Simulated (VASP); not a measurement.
Input of a VASP 6.6.1 run:

Contents of POSCAR:

```
LiLa2VO6
1.0
    0.0000000000      3.8003942424      3.8003942424
    3.8003942424      0.0000000000      3.8003942424
    3.8003942424      3.8003942424      0.0000000000
  Li              La              V               O
     1     2     1     6
Direct
     0.5000000000000000    0.5000000000000000    0.5000000000000000
     0.2500000000000000    0.2500000000000000    0.2500000000000000
     0.7500000000000000    0.7500000000000000    0.7500000000000000
     0.0000000000000000    0.0000000000000000    0.0000000000000000
     0.7567539988731085    0.2432460011268915    0.2432460011268915
     0.2432460011268915    0.7567539988731085    0.7567539988731085
     0.2432460011268915    0.7567539988731085    0.2432460011268915
     0.7567539988731085    0.2432460011268915    0.7567539988731085
     0.2432460011268915    0.2432460011268915    0.7567539988731085
     0.7567539988731085    0.7567539988731085    0.2432460011268915
```

File INCAR.step1:

```
SYSTEM = LiLa2VO6
PREC = Accurate ; ENCUT = 600
EDIFF = 1E-8 ; ISMEAR = 0
SIGMA = 0.03 ; LREAL = .FALSE.
LASPH = .TRUE. ; NELM = 80
ALGO = Normal ; ISIF = 3
LWAVE = .FALSE. ; LCHARG = .FALSE.
GGA = PS ; KPAR = 2
IBRION = 2 ; NSW = 40
EDIFFG = -0.002
```

Contents of INCAR.step2:

```
SYSTEM = LiLa2VO6
PREC = Accurate ; ENCUT = 600
EDIFF = 1E-8 ; ISMEAR = 0
SIGMA = 0.03 ; LREAL = .FALSE.
LASPH = .TRUE. ; NELM = 80
ALGO = Normal ; ISIF = 2
LWAVE = .FALSE. ; LCHARG = .FALSE.
GGA = PS ; KPAR = 2
IBRION = 6 ; NFREE = 2
POTIM = 0.015 ; NSW = 1
```

The input KPOINTS:

```
Automatic mesh
0
G
  6 6 6
  0 0 0
```

Potentials or basis: VASP PAW PBE potentials, release 64 (Li_sv, La, V_sv, O).

Command:

```console
$ cat potpaw_PBE.64/Li_sv/POTCAR potpaw_PBE.64/La/POTCAR potpaw_PBE.64/V_sv/POTCAR potpaw_PBE.64/O/POTCAR > POTCAR
$ cp INCAR.step1 INCAR
$ mpirun -np 2 vasp_std > vasp.out
$ cp CONTCAR POSCAR
$ cp INCAR.step2 INCAR
$ mpirun -np 2 vasp_std > vasp.out
```

**Question.** What does it give for the highest phonon frequency at Γ, LO-TO splitting left out?

**Answer.** 782 cm⁻¹.

**Question.** What does it give for the most unstable mode?

**Answer.** 194i cm⁻¹.

Phonon frequencies in cm⁻¹ (negative: imaginary):
| q point | frequencies |
| --- | --- |
| (0.000, 0.000, 0.000) | -194 -194 -194 0 0 0 61 61 61 109 109 109 120 120 120 292 292 292 438 438 438 494 494 494 531 531 618 618 618 782 |

Caveat: some modes are imaginary; the run has no spin polarisation, though such a crystal can be magnetic.
